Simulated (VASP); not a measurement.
Input of a VASP 6.6.1 run:

The input INCAR:

```
SYSTEM = Sc
PREC = Accurate
ENCUT = 500
EDIFF = 1E-7
ISMEAR = -1
SIGMA = 0.05
LREAL = .FALSE.
LASPH = .TRUE.
NELM = 120
ALGO = Normal
ISIF = 3
LWAVE = .FALSE.
LCHARG = .FALSE.
GGA = PE
IBRION = 2
NSW = 32
EDIFFG = -0.005
PSTRESS = 510.0
GGA_COMPAT = .FALSE.
NELMIN = 4
```

The input KPOINTS:

```
regular mesh
0
G
  16 16 16
  0 0 0
```

The input POSCAR:

```
Sc
1.0
   -2.2961485814      2.2961485814      1.3871955656
    2.2961485814     -2.2961485814      1.3871955656
    2.2961485814      2.2961485814     -1.3871955656
Sc
2
Direct
   -0.3750000000     -0.1250000000     -0.2500000000
    0.3750000000      0.1250000000      0.2500000000
```

Potentials or basis: VASP PAW PBE potentials, release 64 (Sc_sv).

Launch:

```console
$ cat potpaw_PBE.64/Sc_sv/POTCAR > POTCAR
$ mpirun -np 1 vasp_std > vasp.out
```

Task: What does it give for the relaxed volume?

Result: 14.71 Å³/atom.

Task: Estimate the space group after relaxing (to 0.1 Å).

Result: I4_1/amd (No. 141).

Final structure:
```
CELL_PARAMETERS angstrom
-2.30396 2.30396 1.38562
2.30396 -2.30396 1.38562
2.30396 2.30396 -1.38562
ATOMIC_POSITIONS crystal
Sc 0.62500 0.87500 0.75000
Sc 0.37500 0.12500 0.25000
```

Caveat: the cell is relaxed towards a set pressure, so the run minimises the enthalpy, not the energy.
